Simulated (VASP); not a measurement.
A run of VASP 6.6.1 is set up as follows.

Contents of INCAR:

```
SYSTEM = TiAl3
ALGO = Fast
EDIFF = 1E-6
ENCUT = 520
GGA = PE
ISIF = 2
ISMEAR = 0
LASPH = .True.
LCHARG = .False.
LREAL = .False.
LWAVE = .False.
NBANDS = 18
NELM = 80
PREC = Accurate
SIGMA = 0.15
```

Contents of KPOINTS:

```
k-points
0
Gamma
  14 14 14
  0 0 0
```

Contents of POSCAR:

```
TiAl3
1.0
   -1.9225789803      1.9225789803      4.3111351100
    1.9225789803     -1.9225789803      4.3111351100
    1.9225789803      1.9225789803     -4.3111351100
Ti Al
1 3
Direct
    0.0000000000     -0.0106627326     -0.0106627326
    0.5000000000      0.4894247433     -0.0105752567
    0.7500000000      0.2647458181      0.5147458181
    0.2500000000      0.7647458181      0.5147458181
```

Potentials or basis: VASP PAW PBE potentials, release 64 (Ti_sv, Al).

The run is started by

```console
$ cat potpaw_PBE.64/Ti_sv/POTCAR potpaw_PBE.64/Al/POTCAR > POTCAR
$ mpirun -np 1 vasp_std > vasp.out
```

Q: Predict the pressure.

A: 0.1 GPa.

Q: What does it give for the largest force?

A: 0.350 eV/Å.

Q: Estimate the band gap on the k mesh.

A: Zero (an odd number of electrons rules out a gap without spin polarisation).

Forces on the atoms (eV/Å):
```
Ti   0.350  0.000  0.000
Al   0.196  0.000  0.000
Al  -0.273  0.000 -0.003
Al  -0.273  0.000  0.003
```

Caveat: the cell differs from its parent crystal (atoms displaced along a vibrational mode).
